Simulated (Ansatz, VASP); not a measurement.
Al36H in VASP and in Ansatz

```xyz
37
Lattice="5.6288 0.0000 0.0000 -2.8144 4.8747 0.0000 0.0000 0.0000 35.9074" Properties=species:S:1:pos:R:3 pbc="T T T"
Al    0.0000    1.6249    4.0000
Al   -1.4072    4.0623    4.0000
Al    2.8144    1.6249    4.0000
Al    1.4072    4.0623    4.0000
Al    0.0000    0.0000    6.3103
Al   -1.4072    2.4374    6.3103
Al    2.8144    0.0000    6.3103
Al    1.4072    2.4374    6.3103
Al    1.4072    0.8125    8.6205
Al    0.0000    3.2498    8.6205
Al    4.2216    0.8125    8.6205
Al    2.8144    3.2498    8.6205
Al    0.0000    0.0000   10.9308
Al   -1.4072    2.4374   10.9308
Al    2.8144    0.0000   10.9308
Al    1.4072    2.4374   10.9308
Al    0.0000    1.6249   13.2230
Al   -1.4072    4.0623   13.2230
Al    2.8144    1.6249   13.2230
Al    1.4072    4.0623   13.2230
Al    0.0000    0.0000   15.5145
Al   -1.4072    2.4374   15.5145
Al    2.8144    0.0000   15.5145
Al    1.4072    2.4374   15.5145
Al    1.4072    0.8125   17.8382
Al    0.0000    3.2498   17.8382
Al    4.2216    0.8125   17.8382
Al    2.8144    3.2498   17.8382
Al    0.0000    0.0000   20.1482
Al   -1.4072    2.4374   20.1482
Al    2.8144    0.0000   20.1482
Al    1.4072    2.4374   20.1482
Al    0.0000    1.6249   22.5074
Al   -1.4072    4.0623   22.5074
Al    2.8144    1.6249   22.5074
Al    1.4072    4.0623   22.5074
H    -0.4691    2.4374   25.6074
```

Alike in both runs: task single point; functional PBE; dispersion D3(BJ); k mesh 6 × 6 × 1; occupations gaussian, width 0.1 eV; no spin polarisation.

```csv
,VASP,Ansatz
version,VASP 6.6.1,Ansatz 0.2.0
potentials or method,"VASP PAW PBE potentials, release 64 (Al, H), cutoff 520 eV","scalar-relativistic, plane waves, PAW"
valence electrons in the cell,109,109
```

|  | VASP | Ansatz | Ansatz less VASP |
| --- | --- | --- | --- |
| gap on the k mesh at the Fermi level (eV) | none | none | - |
| rms of the force components (eV/Å) | 0.111 | 0.111 | +0.0001 |

Atom by atom the forces differ by 0.001 eV/Å (rms over components). A gap of «none» marks a metal or a gap that the smearing closes.
